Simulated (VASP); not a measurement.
# Na2S (Fm-3m) in VASP: further runs

Na2S is run at these levels: PBE; tasks: single point.

All numbers are computed with VASP 6.6.1; they aren't measurements. Logs are shortened: lines on timing, memory, paths and dates and some standing lists are left out, and cuts for length are marked.

## Step 1: The cell of the first run

Symmetry: Fm-3m, No. 225, cubic system. The conventional cell has a = 6.294 Å, b = 6.294 Å, c = 6.294 Å, α = 90.00°, β = 90.00°, γ = 90.00°. Na (site symmetry -43m) has 4 S at 2.73 Å and 6 Na at 3.15 Å within 3.6 Å. Within 3.6 Å of S (site symmetry m-3m) lie 8 Na at 2.73 Å.

## Step 2: Single point, PBE (20.78 Å³/atom)

The input, INCAR:

```
ALGO = Normal ; EDIFF = 1E-6
ENCUT = 500 ; GGA = PE
GGA_COMPAT = False ; ISIF = 2
ISMEAR = 0 ; LASPH = True
LCHARG = False ; LREAL = False
LWAVE = False ; NBANDS = 17
NELM = 120 ; PREC = Accurate
SIGMA = 0.02
```

The input, KPOINTS:

```
k-points
0
Gamma
  8 8 8
```

The input, POSCAR:

```
Na2S
1.0
    0.0000000000      3.1470102422      3.1470102422
    3.1470102422      0.0000000000      3.1470102422
    3.1470102422      3.1470102422      0.0000000000
Na S
2 1
Direct
    0.2500000000      0.2500000000      0.2500000000
    0.7500000000      0.7500000000      0.7500000000
    0.0000000000      0.0000000000      0.0000000000
```

Potentials or basis: VASP PAW PBE potentials, release 64 (Na_pv, S).

Run with:

```sh
$ cat potpaw_PBE.64/Na_pv/POTCAR potpaw_PBE.64/S/POTCAR > POTCAR
$ mpirun -np 1 vasp_std > vasp.out
```

OUTCAR:

```text
EDIFF = 1E-6
   ENCUT = 500
   GGA = PE
   ISIF = 2
   ISMEAR = 0
   LASPH = True
   LREAL = False
   NELM = 120
   PREC = Accurate

 ion  position               nearest neighbor table
   1  0.250  0.250  0.250-   3 2.73   3 2.73   3 2.73   3 2.73
   2  0.750  0.750  0.750-   3 2.73   3 2.73   3 2.73   3 2.73
   3  0.000  0.000  0.000-   2 2.73   2 2.73   2 2.73   1 2.73   1 2.73   1 2.73   2 2.73   1 2.73

  LATTYP: Found a face centered cubic cell.
 ALAT       =     6.2940204844

  Lattice vectors:

 A1 = (   0.0000000000,   3.1470102422,   3.1470102422)
 A2 = (   3.1470102422,   0.0000000000,   3.1470102422)
 A3 = (   3.1470102422,   3.1470102422,   0.0000000000)

Analysis of symmetry for initial positions (statically):
=====================================================================
 Subroutine PRICEL returns:
 Original cell was already a primitive cell.

 Routine SETGRP: Setting up the symmetry group for a
 face centered cubic supercell.

 Subroutine GETGRP returns: Found 48 space group operations
 (whereof 48 operations were pure point group operations)
 out of a pool of 48 trial point group operations.

The static configuration has the point symmetry O_h .

Analysis of symmetry for dynamics (positions and initial velocities):
=====================================================================
 Subroutine PRICEL returns:
 Original cell was already a primitive cell.

 Routine SETGRP: Setting up the symmetry group for a
 face centered cubic supercell.

 Subroutine GETGRP returns: Found 48 space group operations
 (whereof 48 operations were pure point group operations)
 out of a pool of 48 trial point group operations.

The dynamic configuration has the point symmetry O_h .

 Subroutine INISYM returns: Found 48 space group operations
 (whereof 48 operations are pure point group operations),
 and found     1 'primitive' translations

----------------------------------------------------------------------------------------

                                     Primitive cell

  volume of cell :      62.3339

  direct lattice vectors                    reciprocal lattice vectors
     0.000000000  3.147010242  3.147010242    -0.158880957  0.158880957  0.158880957
     3.147010242  0.000000000  3.147010242     0.158880957 -0.158880957  0.158880957
     3.147010242  3.147010242  0.000000000     0.158880957  0.158880957 -0.158880957

  length of vectors
     4.450544565  4.450544565  4.450544565     0.275189890  0.275189890  0.275189890

  position of ions in fractional coordinates (direct lattice)
     0.250000000  0.250000000  0.250000000
     0.750000000  0.750000000  0.750000000
     0.000000000  0.000000000  0.000000000

  ion indices of the primitive-cell ions
   primitive index   ion index
                 1           1
                 2           2
                 3           3

----------------------------------------------------------------------------------------

 KPOINTS: k-points

Automatic generation of k-mesh.
 Grid dimensions read from file:
 generate k-points for:    8    8    8

 Generating k-lattice:

  Cartesian coordinates                     Fractional coordinates (reciprocal lattice)
    -0.019860120  0.019860120  0.019860120     0.125000000  0.000000000  0.000000000
     0.019860120 -0.019860120  0.019860120     0.000000000  0.125000000  0.000000000
     0.019860120  0.019860120 -0.019860120     0.000000000  0.000000000  0.125000000

  Length of vectors
     0.034398736  0.034398736  0.034398736

  Shift w.r.t. Gamma in fractional coordinates (k-lattice)
     0.000000000  0.000000000  0.000000000

 Subroutine IBZKPT returns following result:
 ===========================================

 Found     29 irreducible k-points:

 Following reciprocal coordinates:
            Coordinates               Weight
  0.000000  0.000000  0.000000      1.000000
  0.125000  0.000000  0.000000      8.000000
  0.250000  0.000000  0.000000      8.000000
  0.375000  0.000000  0.000000      8.000000
  0.500000  0.000000  0.000000      4.000000
  0.125000  0.125000  0.000000      6.000000
[... 16 lines left out ...]
  0.500000  0.250000  0.125000     48.000000
 -0.375000  0.250000  0.125000     24.000000
 [... further k-points ...]
   k-points           NKPTS =     29   k-points in BZ     NKDIM =     29   number of bands    NBANDS=     17
   number of dos      NEDOS =    301   number of ions     NIONS =      3
   total plane-waves  NPLWV =  32768
   dimension x,y,z NGX =    32 NGY =   32 NGZ =   32
   dimension x,y,z NGXF=    64 NGYF=   64 NGZF=   64
   ions per type =               2   1
   NGX,Y,Z   is equivalent  to a cutoff of  11.95, 11.95, 11.95 a.u.
   NGXF,Y,Z  is equivalent  to a cutoff of  23.91, 23.91, 23.91 a.u.
 SYSTEM =  unknown system
   PREC   = accura    normal or accurate (medium, high low for compatibility)
   ISTART =      0    job   : 0-new  1-cont  2-samecut
   ICHARG =      2    charge: 1-file 2-atom 10-const
   ISPIN  =      1    spin polarized calculation?
   LNONCOLLINEAR =      F non collinear calculations
   LSORBIT =      F    spin-orbit coupling
   LASPH  =      T    aspherical Exc in radial PAW
   ENCUT  =  500.0 eV  36.75 Ry    6.06 a.u.   8.11  8.11  8.11*2*pi/ulx,y,z
   NELM   =    120;   NELMIN=  2; NELMDL= -5     # of ELM steps
   EDIFF  = 0.1E-05   stopping-criterion for ELM
   LREAL  =      F    real-space projection
   EDIFFG = 0.1E-04   stopping-criterion for IOM
   NSW    =      0    number of steps for IOM
   IBRION =     -1    ionic relax: 0-MD 1-quasi-New 2-CG
   NFREE  =      0    steps in history (QN), initial steepest desc. (CG)
   ISIF   =      2    stress and relaxation
   ISYM   =      2    0-nonsym 1-usesym 2-fastsym
   POTIM  = 0.5000    time-step for ionic-motion
   TEBEG  =    0.0;   TEEND  =   0.0 temperature during run
   PSTRESS=    0.0 pullay stress
   NELECT =      20.0000    total number of electrons
   NUPDOWN=      -1.0000    fix difference up-down
   EMIN   =  10.00;   EMAX   =-10.00  energy-range for DOS
   EFERMI =   0.00;   METHOD = LEGACY
   ISMEAR =     0;   SIGMA  =   0.02  broadening in eV -4-tet -1-fermi 0-gaus
   EFERMI_NEDOS =   21; number of points for ismear=-14 and -15
   IALGO  =     38    algorithm
   IMIX   =      4    mixing-type and parameters
     AMIX     =   0.40;   BMIX     =  1.00
     AMIX_MAG =   1.60;   BMIX_MAG =  1.00
  volume/ion in A,a.u.               =      20.78       140.22
  Fermi-wavevector in a.u.,A,eV,Ry     =   1.120753  2.117917 17.090113  1.256088
  Thomas-Fermi vector in A             =   2.257402
   LORBIT       =      0    0 simple, 1 ext, 2 COOP (PROOUT), +10 PAW based schemes
   GGA     = PE    functional components
   LHFCALC =     F    Hartree Fock is set to
   AEXX    =    0.0000 exact exchange contribution
   IVDW    =     0    specifies the selected vdW correction
   LEPSILON=     F    determine dielectric tensor
   LRPA    =     F    only Hartree local field effects (RPA)
 non-spin polarized calculation
 Gauss-broadening in eV      SIGMA  =   0.02
  energy-cutoff  :      500.00
  volume of cell :       62.33
 maximum number of plane-waves:      1604
   NGX = 17   NGY = 17   NGZ = 17

 number of electron      20.0000016 magnetization

 Free energy of the ion-electron system (eV)
  ---------------------------------------------------
  ext. energy  EPLUGINS =         0.00000000
  ---------------------------------------------------
  free energy    TOTEN  =        -9.86123265 eV

  energy without entropy =       -9.86123265  energy(sigma->0) =       -9.86123265

 E-fermi :   0.8629     XC(G=0):  -8.2657

 val. band max:        0.7184188088   @ k =   0.0000   0.0000   0.0000
 cond. band min:       3.6070812499   @ k =   0.0000   0.0000   0.0000
 fundamental gap:      2.8886624411
 Fermi energy:         0.8628602895

 k-point     1 :       0.0000    0.0000    0.0000
  band No.  band energies     occupation
      1     -21.2978      2.00000
      2     -21.2978      2.00000
      3     -21.2978      2.00000
      4     -21.2207      2.00000
      5     -21.2207      2.00000
      6     -21.2207      2.00000
[... 9 lines left out ...]
     16      10.3360      0.00000
     17      12.5926      0.00000

 k-point     2 :       0.1250    0.0000    0.0000
  band No.  band energies     occupation
      1     -21.2961      2.00000
      2     -21.2950      2.00000
      3     -21.2950      2.00000
      4     -21.2256      2.00000
      5     -21.2239      2.00000
      6     -21.2239      2.00000
[... 9 lines left out ...]
     16       9.9797      0.00000
     17      12.1387      0.00000

 k-point     3 :       0.2500    0.0000    0.0000
  band No.  band energies     occupation
      1     -21.2912      2.00000
      2     -21.2873      2.00000
      3     -21.2873      2.00000
      4     -21.2384      2.00000
      5     -21.2328      2.00000
      6     -21.2328      2.00000
[... 9 lines left out ...]
     16      10.2536      0.00000
     17      11.6884      0.00000

 k-point     4 :       0.3750    0.0000    0.0000
  band No.  band energies     occupation
      1     -21.2831      2.00000
      2     -21.2754      2.00000
      3     -21.2754      2.00000
      4     -21.2542      2.00000
      5     -21.2458      2.00000
      6     -21.2458      2.00000
[... 9 lines left out ...]
     16      11.3618      0.00000
     17      12.0536      0.00000
[... 343 lines left out ...]
      1     -21.3098      2.00000
      2     -21.2919      2.00000
      3     -21.2782      2.00000
      4     -21.2511      2.00000
      5     -21.2317      2.00000
      6     -21.2138      2.00000
[... 9 lines left out ...]
     16      11.7973      0.00000
     17      13.0445      0.00000

 k-point    23 :       0.5000    0.2500    0.1250
  band No.  band energies     occupation
      1     -21.3137      2.00000
      2     -21.2961      2.00000
      3     -21.2790      2.00000
      4     -21.2466      2.00000
      5     -21.2346      2.00000
      6     -21.2141      2.00000
[... 9 lines left out ...]
     16      12.5497      0.00000
     17      13.1588      0.00000

 k-point    24 :      -0.3750    0.2500    0.1250
  band No.  band energies     occupation
      1     -21.3128      2.00000
      2     -21.3047      2.00000
      3     -21.2634      2.00000
      4     -21.2631      2.00000
      5     -21.2224      2.00000
      6     -21.2208      2.00000
[... 9 lines left out ...]
     16      11.9788      0.00000
     17      13.2649      0.00000

 [... further k-points ...]

------------------------ aborting loop because EDIFF is reached ----------------------------------------

  FORCE on cell =-STRESS in cart. coord.  units (eV):
  Direction    XX          YY          ZZ          XY          YZ          ZX
  --------------------------------------------------------------------------------------
  -------------------------------------------------------------------------------------
  Total        1.8495117      1.8495117      1.8495117      0.0000000      0.0000000      0.0000000
  in kB       47.5382503     47.5382503     47.5382503      0.0000000      0.0000000      0.0000000
  external PRESSURE =      47.5382503 kB  Pullay stress =       0.0000000 kB

 VOLUME and BASIS-vectors are now :
 -----------------------------------------------------------------------------
  energy-cutoff  :      500.00
  volume of cell :       62.33
      direct lattice vectors                 reciprocal lattice vectors
     0.000000000  3.147010242  3.147010242    -0.158880957  0.158880957  0.158880957
     3.147010242  0.000000000  3.147010242     0.158880957 -0.158880957  0.158880957
     3.147010242  3.147010242  0.000000000     0.158880957  0.158880957 -0.158880957

 POSITION                                       TOTAL-FORCE (eV/Angst)
 -----------------------------------------------------------------------------------
      1.57351      1.57351      1.57351        -0.000000     -0.000000     -0.000000
      4.72052      4.72052      4.72052         0.000000      0.000000      0.000000
      0.00000      0.00000      0.00000        -0.000000     -0.000000     -0.000000
 -----------------------------------------------------------------------------------
    total drift:                               -0.000000     -0.000000      0.000000

  FREE ENERGIE OF THE ION-ELECTRON SYSTEM (eV)
  ---------------------------------------------------
  free  energy   TOTEN  =        -9.8612326452 eV

  energy  without entropy=       -9.8612326452  energy(sigma->0) =       -9.86123265
```

It took 24 s on 1 thread of Intel Xeon Platinum 8488C (Sapphire Rapids), shared host; peak memory 0.18 GiB.

What came out:

```
Free energy            : -9.8612 eV
Pressure               : 4.8 GPa
Band gap on the k mesh : 2.89 eV
```

Caveat: the cell stands under pressure. As with any semilocal functional, this PBE gap is likely too small.

## Step 3: Single point, PBE (21.49 Å³/atom)

This run uses another cell than the first one, of 21.49 Å³/atom.

The input, INCAR:

```
SYSTEM = Na2S
  ALGO = Normal
  EDIFF = 1E-6
  ENCUT = 500
  GGA = PE
  GGA_COMPAT = .FALSE.
  ISIF = 2
  ISMEAR = 0
  LASPH = .TRUE.
  LCHARG = .TRUE.
  LELF = .TRUE.
  LREAL = .FALSE.
  LVHAR = .TRUE.
  LWAVE = .FALSE.
  NBANDS = 17
  NELM = 120
  PREC = Accurate
  SIGMA = 0.02
```

The input, KPOINTS:

```
k-points
0
G
  8 8 8
  0 0 0
```

The input, POSCAR:

```
Na2S
1.0
    0.0000000000      3.1823728677      3.1823728677
    3.1823728677      0.0000000000      3.1823728677
    3.1823728677      3.1823728677      0.0000000000
Na S
2 1
Direct
    0.2500000000      0.2500000000      0.2500000000
    0.7500000000      0.7500000000      0.7500000000
    0.0000000000      0.0000000000      0.0000000000
```

Potentials or basis: VASP PAW PBE potentials, release 64 (Na_pv, S).

Run with:

```sh
$ cat potpaw_PBE.64/Na_pv/POTCAR potpaw_PBE.64/S/POTCAR > POTCAR
$ mpirun -np 1 vasp_std > vasp.out
```

Run time: 36 s. Hardware: 1 thread of Intel Xeon Platinum 8488C (Sapphire Rapids), shared host; peak memory 0.2 GiB.

The run converged. Its results:

| Quantity | Value |
| --- | --- |
| Free energy | -9.9147 eV |
| Pressure | 3.3 GPa |
| Band gap on the k mesh | 2.77 eV |

Levels at points of the mesh, in eV from the valence-band top:
```
           k point  band 7  band 8  band 9  band 10  band 11  band 12  band 13  band 14
(0.00, 0.00, 0.00)  -10.26    0.00    0.00     0.00     2.77     8.03     8.03     8.03
(0.50, 0.00, 0.00)   -9.96   -1.78   -0.13    -0.13     5.14     6.78     7.33     7.33
(0.50, 0.50, 0.00)   -9.86   -1.59   -0.48    -0.48     3.88     6.26     9.14    10.32
```

Caveat: the cell stands under pressure. A k mesh can miss the band edges.

## Step 4: Single point, PBE (22.19 Å³/atom)

This run uses another cell than the first one, of 22.19 Å³/atom.

The input, INCAR:

```
PREC     = Accurate       # precision mode
ENCUT    = 500            # plane-wave cutoff, eV
EDIFF    = 1E-6           # SCF threshold, eV
ISMEAR   = 0              # smearing method
SIGMA    = 0.02           # smearing width, eV
LREAL    = False          # projectors in reciprocal space
LASPH    = True           # aspherical terms in the spheres
NELM     = 120            # most SCF steps
ALGO     = Normal         # electronic algorithm
ISIF     = 2              # what is computed and relaxed
LWAVE    = False          # write WAVECAR
LCHARG   = False          # write CHGCAR
GGA      = PE             # functional
NBANDS   = 17             # bands
GGA_COMPAT= False
```

The input, KPOINTS:

```
Automatic mesh
0
Gamma
  8 8 8
```

The input, POSCAR:

```
Na2S
1.0
    0.0000000000      3.2169665873      3.2169665873
    3.2169665873      0.0000000000      3.2169665873
    3.2169665873      3.2169665873      0.0000000000
Na S
2 1
Direct
    0.2500000000      0.2500000000      0.2500000000
    0.7500000000      0.7500000000      0.7500000000
    0.0000000000      0.0000000000      0.0000000000
```

Run with:

```sh
$ cat potpaw_PBE.64/Na_pv/POTCAR potpaw_PBE.64/S/POTCAR > POTCAR
$ mpirun -np 1 vasp_std > vasp.out
```

It took 32 s on 1 thread of Intel Xeon Platinum 8488C (Sapphire Rapids), shared host; peak memory 0.2 GiB.

The run converged. Its results:

```
Free energy            : -9.9499 eV
Pressure               : 2.0 GPa
Band gap on the k mesh : 2.65 eV
```

Levels at points of the mesh, in eV from the valence-band top:
```tsv
k point	band 8	band 9	band 10	band 11	band 12	band 13
(0.00, 0.00, 0.00)	0.00	0.00	0.00	2.65	7.91	7.91
(0.50, 0.00, 0.00)	-1.72	-0.13	-0.13	5.00	6.65	7.26
(0.50, 0.50, 0.00)	-1.54	-0.47	-0.47	3.87	6.16	8.86
```

## Step 5: Single point, PBE (22.90 Å³/atom)

This run uses another cell than the first one, of 22.90 Å³/atom.

The input, INCAR:

```
  PREC = Accurate
  ENCUT = 500
  EDIFF = 1E-6
  ISMEAR = 0
  SIGMA = 0.02
  LREAL = False
  LASPH = True
  NELM = 120
  ALGO = Normal
  ISIF = 2
  LWAVE = False
  LCHARG = True
  GGA = PE
  LELF = True
  LVHAR = True
  NBANDS = 17
  GGA_COMPAT = False
```

The input, KPOINTS:

```
regular mesh
0
Gamma
  8 8 8
```

The input, POSCAR:

```
Na2S
1.0
    0.0000000000      3.2508318822      3.2508318822
    3.2508318822      0.0000000000      3.2508318822
    3.2508318822      3.2508318822      0.0000000000
Na S
2 1
Direct
    0.2500000000      0.2500000000      0.2500000000
    0.7500000000      0.7500000000      0.7500000000
    0.0000000000      0.0000000000      0.0000000000
```

Run with:

```sh
$ cat potpaw_PBE.64/Na_pv/POTCAR potpaw_PBE.64/S/POTCAR > POTCAR
$ mpirun -np 1 vasp_std > vasp.out
```

It took 26 s on 1 thread of Intel Xeon Platinum 8488C (Sapphire Rapids), shared host; peak memory 0.2 GiB.

Results (log left out):

```yaml
Free_energy: -9.9696 eV
Pressure: 0.9 GPa
Band_gap_on_the_k_mesh: 2.55 eV
```

Levels at points of the mesh, in eV from the valence-band top:
| k point | band 8 | band 9 | band 10 | band 11 | band 12 | band 13 |
| --- | --- | --- | --- | --- | --- | --- |
| (0.00, 0.00, 0.00) | 0.00 | 0.00 | 0.00 | 2.55 | 7.81 | 7.81 |
| (0.50, 0.00, 0.00) | -1.67 | -0.13 | -0.13 | 4.87 | 6.52 | 7.19 |
| (0.50, 0.50, 0.00) | -1.50 | -0.46 | -0.46 | 3.86 | 6.06 | 8.60 |

## Step 6: Single point, PBE

This run uses another cell than the first one, of 23.61 Å³/atom.

The input, INCAR:

```
SYSTEM = Na2S
PREC = Accurate
ENCUT = 500
EDIFF = 1E-6
ISMEAR = 0
SIGMA = 0.02
LREAL = .FALSE.
LASPH = .TRUE.
NELM = 120
ALGO = Normal
ISIF = 2
LWAVE = .FALSE.
LCHARG = .FALSE.
GGA = PE
NBANDS = 17
GGA_COMPAT = .FALSE.
```

The input, KPOINTS:

```
Automatic mesh
0
G
  8 8 8
  0 0 0
```

The input, POSCAR:

```
Na2S
1.0
    0.0000000000      3.2840059273      3.2840059273
    3.2840059273      0.0000000000      3.2840059273
    3.2840059273      3.2840059273      0.0000000000
Na S
2 1
Direct
    0.2500000000      0.2500000000      0.2500000000
    0.7500000000      0.7500000000      0.7500000000
    0.0000000000      0.0000000000      0.0000000000
```

Potentials or basis: VASP PAW PBE potentials, release 64 (Na_pv, S).

Run with:

```sh
$ cat potpaw_PBE.64/Na_pv/POTCAR potpaw_PBE.64/S/POTCAR > POTCAR
$ mpirun -np 1 vasp_std > vasp.out
```

Run time: 25 s. Hardware: 1 thread of Intel Xeon Platinum 8488C (Sapphire Rapids), shared host; peak memory 0.2 GiB.

It converged, with:

```yaml
Free_energy: -9.9762 eV
Pressure: 0.0 GPa
Band_gap_on_the_k_mesh: 2.45 eV
```

Levels at points of the mesh, in eV from the valence-band top:
| k point | band 6 | band 7 | band 8 | band 9 | band 10 | band 11 | band 12 | band 13 | band 14 | band 15 |
| --- | --- | --- | --- | --- | --- | --- | --- | --- | --- | --- |
| (0.00, 0.00, 0.00) | -22.22 | -10.13 | 0.00 | 0.00 | 0.00 | 2.45 | 7.70 | 7.70 | 7.70 | 9.33 |
| (0.50, 0.00, 0.00) | -22.24 | -9.89 | -1.62 | -0.13 | -0.13 | 4.74 | 6.40 | 7.12 | 7.12 | 11.07 |
| (0.50, 0.50, 0.00) | -22.20 | -9.81 | -1.45 | -0.45 | -0.45 | 3.84 | 5.97 | 8.36 | 9.69 | 9.69 |

## Step 7: The runs side by side

| cell | gap on the mesh (eV) | pressure (GPa) |
| --- | --- | --- |
| a = 4.451 Å, angles 60.0°, 3 atoms | 2.89 | 4.8 |
| a = 4.501 Å, angles 60.0°, 3 atoms | 2.77 | 3.3 |
| a = 4.549 Å, angles 60.0°, 3 atoms | 2.65 | 2.0 |
| a = 4.597 Å, angles 60.0°, 3 atoms | 2.55 | 0.9 |
| a = 4.644 Å, angles 60.0°, 3 atoms | 2.45 | 0.0 |

Alike in all rows: task single point; level PBE; potentials or basis VASP PAW PBE potentials, release 64 (Na_pv, S); no spin polarisation; k mesh 8 × 8 × 8; cutoff (eV) 500; smearing gaussian 0.02 eV.

Caveats: the cell stands under pressure (at least some runs).

Total energies depend on the potentials used, so only differences within one code and one set of settings carry meaning.
